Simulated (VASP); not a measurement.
Input of a VASP 6.6.1 run:

INCAR

```
ALGO = Normal
EDIFF = 1E-6
ENCUT = 520
GGA = CA
ISIF = 2
ISMEAR = -1
LASPH = True
LCHARG = False
LREAL = False
LWAVE = False
NBANDS = 29
NELM = 80
PREC = Accurate
SIGMA = 0.1
```

KPOINTS

```
k-points
0
Gamma
  5 5 5
```

Contents of POSCAR:

```
Ca3Hg
1.0
    5.1892891712      0.0000000000      0.0000000000
    0.0000000000      5.1892891712      0.0000000000
    0.0000000000      0.0000000000      5.1892891712
Ca Hg
3 1
Direct
    0.5000000000      0.0000000000      0.0000000000
    0.0000000000      0.0000000000      0.5000000000
    0.0000000000      0.5000000000      0.0000000000
    0.5000000000      0.5000000000      0.5000000000
```

Potentials or basis: VASP PAW LDA potentials, release 64 (Ca_sv, Hg).

Launch:

```console
$ cat potpaw_LDA.64/Ca_sv/POTCAR potpaw_LDA.64/Hg/POTCAR > POTCAR
$ mpirun -np 1 vasp_std > vasp.out
```

(1) Estimate the pressure.

(2) Predict the band gap on the k mesh.

Results:

(1) -3.6 GPa.

(2) zero (band 21 reaches 2.71 eV, above the bottom of band 22 at 2.09 eV).

Caveat: spin-orbit coupling is left out, which moves the levels of the heavy elements.
